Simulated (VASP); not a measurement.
Here is a VASP 6.6.1 calculation.

File INCAR:

```
  PREC = Accurate
  ENCUT = 600
  EDIFF = 1E-6
  ISMEAR = 0
  SIGMA = 0.1
  LREAL = F
  LASPH = T
  NELM = 120
  ALGO = Normal
  ISIF = 2
  LWAVE = F
  LCHARG = F
  GGA = PE
  NBANDS = 33
  GGA_COMPAT = F
```

KPOINTS

```
Automatic mesh
0
Gamma
  8 6 2
```

POSCAR

```
Be3ReH
1.0
    2.4809040277      0.0000000000      0.0000000000
    0.0000000000      3.1340329622      0.0000000000
    0.0000000000      0.0000000000     11.6697136563
Be Re H
6 2 2
Direct
    0.5000000000      0.5000000000      0.5000000000
    0.5000000000      0.0000000000      0.0000000000
    0.0000000000      0.0000000000      0.5973854003
    0.0000000000      0.5000000000      0.0922555801
    0.0000000000      0.0000000000      0.4026145997
    0.0000000000      0.5000000000      0.9077444199
    0.5000000000      0.5000000000      0.7246317571
    0.5000000000      0.5000000000      0.2753682429
    0.5000000000      0.0000000000      0.8033132048
    0.5000000000      0.0000000000      0.1966867952
```

Potentials or basis: VASP PAW PBE potentials, release 64 (Be, Re_sv_GW, H).

Run with:

```console
$ cat potpaw_PBE.64/Be/POTCAR potpaw_PBE.64/Re_sv_GW/POTCAR potpaw_PBE.64/H/POTCAR > POTCAR
$ mpirun -np 1 vasp_std > vasp.out
```

Estimate the pressure.

-0.2 GPa.

Predict the largest force.

0.065 eV/Å.

Predict the band gap on the k mesh.

zero (bands 22 and 23 overlap by 2.18 eV).

Stress tensor (GPa, compression positive):
```
-0.38  0.00  0.00
 0.00 -0.18  0.00
 0.00  0.00 -0.11
```

Caveat: spin-orbit coupling is left out, which moves the levels of the heavy elements.
